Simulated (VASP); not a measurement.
# InSb (Fm-3m) in VASP: settings compared

Aim: see how the results for InSb move with the level of theory and the settings. Levels: PBE, PBE+D3(BJ). Tasks: single point, relaxation of the atoms.

All numbers are computed with VASP 6.6.1; they aren't measurements. Logs are shortened: lines on timing, memory, paths and dates and some standing lists are left out, and cuts for length are marked.

### Step 1. The cell of the first run

It takes space group Fm-3m (No. 225, cubic). Conventional cell: a = 6.147 Å, b = 6.147 Å, c = 6.147 Å, α = 90.00°, β = 90.00°, γ = 90.00°. In (site symmetry m-3m) has 6 Sb at 3.07 Å within 4.0 Å. Sb (site symmetry m-3m) has 6 In at 3.07 Å within 4.0 Å.

### Step 2. Single point, PBE

INCAR

```
PREC = Accurate
ENCUT = 500
EDIFF = 1E-6
ISMEAR = 0
SIGMA = 0.1
LREAL = False
LASPH = True
NELM = 120
ALGO = Normal
ISIF = 2
LWAVE = False
LCHARG = False
GGA = PE
NBANDS = 16
NELECT = 17.9
GGA_COMPAT = False
```

KPOINTS

```
Automatic mesh
0
Gamma
  4 4 4
```

POSCAR

```
InSb
1.0
    0.0000000000      3.0735130000      3.0735130000
    3.0735130000      0.0000000000      3.0735130000
    3.0735130000      3.0735130000      0.0000000000
In Sb
1 1
Direct
    0.0000000000      0.0000000000      0.0000000000
    0.5000000000      0.5000000000      0.5000000000
```

Potentials or basis: VASP PAW PBE potentials, release 64 (In_d, Sb).

Command:

```
cat potpaw_PBE.64/In_d/POTCAR potpaw_PBE.64/Sb/POTCAR > POTCAR
mpirun -np 1 vasp_std > vasp.out
```

OUTCAR:

```text
PREC = Accurate
   ENCUT = 500
   EDIFF = 1E-6
   ISMEAR = 0
   LREAL = False
   LASPH = True
   NELM = 120
   ISIF = 2
   GGA = PE
   NELECT = 17.9

 ion  position               nearest neighbor table
   1  0.000  0.000  0.000-   2 3.07   2 3.07   2 3.07   2 3.07   2 3.07   2 3.07
   2  0.500  0.500  0.500-   1 3.07   1 3.07   1 3.07   1 3.07   1 3.07   1 3.07

  LATTYP: Found a face centered cubic cell.
 ALAT       =     6.1470260000

  Lattice vectors:

 A1 = (   0.0000000000,   3.0735130000,   3.0735130000)
 A2 = (   3.0735130000,   0.0000000000,   3.0735130000)
 A3 = (   3.0735130000,   3.0735130000,   0.0000000000)

Analysis of symmetry for initial positions (statically):
=====================================================================
 Subroutine PRICEL returns:
 Original cell was already a primitive cell.

 Routine SETGRP: Setting up the symmetry group for a
 face centered cubic supercell.

 Subroutine GETGRP returns: Found 48 space group operations
 (whereof 48 operations were pure point group operations)
 out of a pool of 48 trial point group operations.

The static configuration has the point symmetry O_h .

Analysis of symmetry for dynamics (positions and initial velocities):
=====================================================================
 Subroutine PRICEL returns:
 Original cell was already a primitive cell.

 Routine SETGRP: Setting up the symmetry group for a
 face centered cubic supercell.

 Subroutine GETGRP returns: Found 48 space group operations
 (whereof 48 operations were pure point group operations)
 out of a pool of 48 trial point group operations.

The dynamic configuration has the point symmetry O_h .

 Subroutine INISYM returns: Found 48 space group operations
 (whereof 48 operations are pure point group operations),
 and found     1 'primitive' translations

----------------------------------------------------------------------------------------

                                     Primitive cell

  volume of cell :      58.0678

  direct lattice vectors                    reciprocal lattice vectors
     0.000000000  3.073513000  3.073513000    -0.162680295  0.162680295  0.162680295
     3.073513000  0.000000000  3.073513000     0.162680295 -0.162680295  0.162680295
     3.073513000  3.073513000  0.000000000     0.162680295  0.162680295 -0.162680295

  length of vectors
     4.346603769  4.346603769  4.346603769     0.281770535  0.281770535  0.281770535

  position of ions in fractional coordinates (direct lattice)
     0.000000000  0.000000000  0.000000000
     0.500000000  0.500000000  0.500000000

  ion indices of the primitive-cell ions
   primitive index   ion index
                 1           1
                 2           2

----------------------------------------------------------------------------------------

 KPOINTS: Automatic mesh

Automatic generation of k-mesh.
 Grid dimensions read from file:
 generate k-points for:    4    4    4

 Generating k-lattice:

  Cartesian coordinates                     Fractional coordinates (reciprocal lattice)
    -0.040670074  0.040670074  0.040670074     0.250000000  0.000000000  0.000000000
     0.040670074 -0.040670074  0.040670074     0.000000000  0.250000000  0.000000000
     0.040670074  0.040670074 -0.040670074     0.000000000  0.000000000  0.250000000

  Length of vectors
     0.070442634  0.070442634  0.070442634

  Shift w.r.t. Gamma in fractional coordinates (k-lattice)
     0.000000000  0.000000000  0.000000000

 Subroutine IBZKPT returns following result:
 ===========================================

 Found      8 irreducible k-points:

 Following reciprocal coordinates:
            Coordinates               Weight
  0.000000  0.000000  0.000000      1.000000
  0.250000  0.000000  0.000000      8.000000
  0.500000  0.000000  0.000000      4.000000
  0.250000  0.250000  0.000000      6.000000
  0.500000  0.250000  0.000000     24.000000
 -0.250000  0.250000  0.000000     12.000000
  0.500000  0.500000  0.000000      3.000000
 -0.250000  0.500000  0.250000      6.000000
   k-points           NKPTS =      8   k-points in BZ     NKDIM =      8   number of bands    NBANDS=     16
   number of dos      NEDOS =    301   number of ions     NIONS =      2
   total plane-waves  NPLWV =  32768
   dimension x,y,z NGX =    32 NGY =   32 NGZ =   32
   dimension x,y,z NGXF=    64 NGYF=   64 NGZF=   64
   ions per type =               1   1
   NGX,Y,Z   is equivalent  to a cutoff of  12.24, 12.24, 12.24 a.u.
   NGXF,Y,Z  is equivalent  to a cutoff of  24.48, 24.48, 24.48 a.u.
 SYSTEM =  unknown system
   PREC   = accura    normal or accurate (medium, high low for compatibility)
   ISTART =      0    job   : 0-new  1-cont  2-samecut
   ICHARG =      2    charge: 1-file 2-atom 10-const
   ISPIN  =      1    spin polarized calculation?
   LNONCOLLINEAR =      F non collinear calculations
   LSORBIT =      F    spin-orbit coupling
   LASPH  =      T    aspherical Exc in radial PAW
   ENCUT  =  500.0 eV  36.75 Ry    6.06 a.u.   7.92  7.92  7.92*2*pi/ulx,y,z
   NELM   =    120;   NELMIN=  2; NELMDL= -5     # of ELM steps
   EDIFF  = 0.1E-05   stopping-criterion for ELM
   LREAL  =      F    real-space projection
   EDIFFG = 0.1E-04   stopping-criterion for IOM
   NSW    =      0    number of steps for IOM
   IBRION =     -1    ionic relax: 0-MD 1-quasi-New 2-CG
   NFREE  =      0    steps in history (QN), initial steepest desc. (CG)
   ISIF   =      2    stress and relaxation
   ISYM   =      2    0-nonsym 1-usesym 2-fastsym
   POTIM  = 0.5000    time-step for ionic-motion
   TEBEG  =    0.0;   TEEND  =   0.0 temperature during run
   PSTRESS=    0.0 pullay stress
   NELECT =      17.9000    total number of electrons
   NUPDOWN=      -1.0000    fix difference up-down
   EMIN   =  10.00;   EMAX   =-10.00  energy-range for DOS
   EFERMI =   0.00;   METHOD = LEGACY
   ISMEAR =     0;   SIGMA  =   0.10  broadening in eV -4-tet -1-fermi 0-gaus
   EFERMI_NEDOS =   21; number of points for ismear=-14 and -15
   IALGO  =     38    algorithm
   IMIX   =      4    mixing-type and parameters
     AMIX     =   0.40;   BMIX     =  1.00
     AMIX_MAG =   1.60;   BMIX_MAG =  1.00
  volume/ion in A,a.u.               =      29.03       195.93
  Fermi-wavevector in a.u.,A,eV,Ry     =   1.105896  2.089840 16.639994  1.223005
  Thomas-Fermi vector in A             =   2.242389
   LORBIT       =      0    0 simple, 1 ext, 2 COOP (PROOUT), +10 PAW based schemes
   GGA     = PE    functional components
   LHFCALC =     F    Hartree Fock is set to
   AEXX    =    0.0000 exact exchange contribution
   IVDW    =     0    specifies the selected vdW correction
   LEPSILON=     F    determine dielectric tensor
   LRPA    =     F    only Hartree local field effects (RPA)
 non-spin polarized calculation
 Gauss-broadening in eV      SIGMA  =   0.10
  energy-cutoff  :      500.00
  volume of cell :       58.07
 maximum number of plane-waves:      1480
   NGX = 15   NGY = 15   NGZ = 15

 number of electron      17.9000004 magnetization

 Free energy of the ion-electron system (eV)
  ---------------------------------------------------
  ext. energy  EPLUGINS =         0.00000000
  ---------------------------------------------------
  free energy    TOTEN  =        -7.01215918 eV

  energy without entropy =       -6.97762555  energy(sigma->0) =       -6.99489237

 E-fermi :   6.5646     XC(G=0):  -9.6740

 val. band max:        6.5128552884   @ k =   0.0000   0.0000   0.0000
 cond. band min:       6.5814254965   @ k =  -0.2500   0.2500   0.0000
 fundamental gap:      0.0685702081
 Fermi energy:         6.5645589082

 k-point     1 :       0.0000    0.0000    0.0000
  band No.  band energies     occupation
      1      -7.6517      2.00000
      2      -7.6517      2.00000
      3      -7.6191      2.00000
      4      -7.6191      2.00000
      5      -7.6191      2.00000
      6      -4.3350      2.00000
      7       6.0816      2.00000
      8       6.5129      1.53534
      9       6.5129      1.53534
     10       6.5129      1.53534
     11      12.6564      0.00000
     12      12.6564      0.00000
     13      12.6564      0.00000
     14      12.7725      0.00000
     15      12.7725      0.00000
     16      12.7725      0.00000

 k-point     2 :       0.2500    0.0000    0.0000
  band No.  band energies     occupation
      1      -7.6665      2.00000
      2      -7.6665      2.00000
      3      -7.6196      2.00000
      4      -7.6063      2.00000
      5      -7.6063      2.00000
      6      -3.7060      2.00000
      7       2.5746      2.00000
      8       6.6153      0.47303
      9       6.6153      0.47303
     10       8.6071      0.00000
     11      10.4741      0.00000
     12      10.4741      0.00000
     13      10.7691      0.00000
     14      13.2876      0.00000
     15      14.1005      0.00000
     16      14.1005      0.00000

 k-point     3 :       0.5000    0.0000    0.0000
  band No.  band energies     occupation
      1      -7.6828      2.00000
      2      -7.6828      2.00000
      3      -7.6210      2.00000
      4      -7.5917      2.00000
      5      -7.5917      2.00000
      6      -2.6118      2.00000
      7       0.2823      2.00000
      8       6.8736      0.00001
      9       6.8736      0.00001
     10       8.7859      0.00000
     11       9.1158      0.00000
     12       9.1158      0.00000
     13       9.8242      0.00000
     14      16.5238      0.00000
     15      16.9998      0.00000
     16      16.9998      0.00000

 k-point     4 :       0.2500    0.2500    0.0000
  band No.  band energies     occupation
      1      -7.7079      2.00000
      2      -7.6426      2.00000
      3      -7.6287      2.00000
      4      -7.5988      2.00000
      5      -7.5988      2.00000
      6      -3.4684      2.00000
      7       3.2639      2.00000
      8       5.3432      2.00000
      9       5.3432      2.00000
     10       6.8120      0.00047
     11      10.7230      0.00000
     12      11.8637      0.00000
     13      13.1994      0.00000
     14      13.1994      0.00000
     15      16.0000      0.00000
     16      16.0001      0.00000

 k-point     5 :       0.5000    0.2500    0.0000
  band No.  band energies     occupation
      1      -7.7328      2.00000
      2      -7.6571      2.00000
      3      -7.6225      2.00000
      4      -7.5930      2.00000
      5      -7.5849      2.00000
      6      -2.3402      2.00000
      7       1.2324      2.00000
      8       4.1066      2.00000
      9       5.3078      2.00000
     10       6.4854      1.73687
     11      11.5121      0.00000
     12      11.8623      0.00000
     13      12.6445      0.00000
     14      13.9567      0.00000
     15      17.1318      0.00000
     16      17.2604      0.00000

 k-point     6 :      -0.2500    0.2500    0.0000
  band No.  band energies     occupation
      1      -7.6935      2.00000
      2      -7.6768      2.00000
      3      -7.6110      2.00000
      4      -7.6021      2.00000
      5      -7.5966      2.00000
      6      -2.7696      2.00000
      7       1.4651      2.00000
      8       4.0186      2.00000
      9       6.5814      0.81147
     10       8.0272      0.00000
     11       9.9733      0.00000
     12      10.7532      0.00000
     13      12.8070      0.00000
     14      14.3509      0.00000
     15      15.0054      0.00000
     16      16.4318      0.00000

 k-point     7 :       0.5000    0.5000    0.0000
  band No.  band energies     occupation
      1      -7.7848      2.00000
      2      -7.6383      2.00000
      3      -7.6333      2.00000
      4      -7.5755      2.00000
      5      -7.5755      2.00000
      6      -1.9291      2.00000
      7       2.2290      2.00000
      8       3.3153      2.00000
      9       4.4933      2.00000
     10       4.4933      2.00000
     11       9.8750      0.00000
     12      14.7892      0.00000
     13      14.7892      0.00000
     14      16.5836      0.00000
     15      17.8083      0.00000
     16      18.9623      0.00000

 k-point     8 :      -0.2500    0.5000    0.2500
  band No.  band energies     occupation
      1      -7.7475      2.00000
      2      -7.6598      2.00000
      3      -7.6089      2.00000
      4      -7.6089      2.00000
      5      -7.5755      2.00000
      6      -1.8399      2.00000
      7       1.7440      2.00000
      8       3.1311      2.00000
      9       3.1311      2.00000
     10       8.4770      0.00000
     11       9.9578      0.00000
     12      12.8168      0.00000
     13      12.8168      0.00000
     14      15.9496      0.00000
     15      15.9496      0.00000
     16      19.2497      0.00000

------------------------ aborting loop because EDIFF is reached ----------------------------------------

  FORCE on cell =-STRESS in cart. coord.  units (eV):
  Direction    XX          YY          ZZ          XY          YZ          ZX
  --------------------------------------------------------------------------------------
  -------------------------------------------------------------------------------------
  Total       -0.5064367     -0.5064367     -0.5064367     -0.0000000      0.0000000      0.0000000
  in kB      -13.9733521    -13.9733521    -13.9733521     -0.0000000      0.0000000      0.0000000
  external PRESSURE =     -13.9733521 kB  Pullay stress =       0.0000000 kB

 VOLUME and BASIS-vectors are now :
 -----------------------------------------------------------------------------
  energy-cutoff  :      500.00
  volume of cell :       58.07
      direct lattice vectors                 reciprocal lattice vectors
     0.000000000  3.073513000  3.073513000    -0.162680295  0.162680295  0.162680295
     3.073513000  0.000000000  3.073513000     0.162680295 -0.162680295  0.162680295
     3.073513000  3.073513000  0.000000000     0.162680295  0.162680295 -0.162680295

 POSITION                                       TOTAL-FORCE (eV/Angst)
 -----------------------------------------------------------------------------------
      0.00000      0.00000      0.00000         0.000000      0.000000     -0.000000
      3.07351      3.07351      3.07351         0.000000     -0.000000      0.000000
 -----------------------------------------------------------------------------------
    total drift:                                0.000000     -0.000000     -0.000000

  FREE ENERGIE OF THE ION-ELECTRON SYSTEM (eV)
  ---------------------------------------------------
  free  energy   TOTEN  =        -7.0121591821 eV

  energy  without entropy=       -6.9776255526  energy(sigma->0) =       -6.99489237
```

Run time: 5.3 s. Hardware: 1 thread of Intel Xeon Platinum 8488C (Sapphire Rapids), shared host; peak memory 0.17 GiB.

What came out:

```yaml
Free_energy: -7.0122 eV
```

Caveat: the k points lie up to 0.44 Å⁻¹ apart; the cell carries a net charge on a neutralising background, which shifts energy and pressure; the cell is charged against a uniform background, so pressure and absolute levels hang on convention; spin-orbit coupling is left out, which moves the levels of the heavy elements.

(Continued in part 2 of 2.)
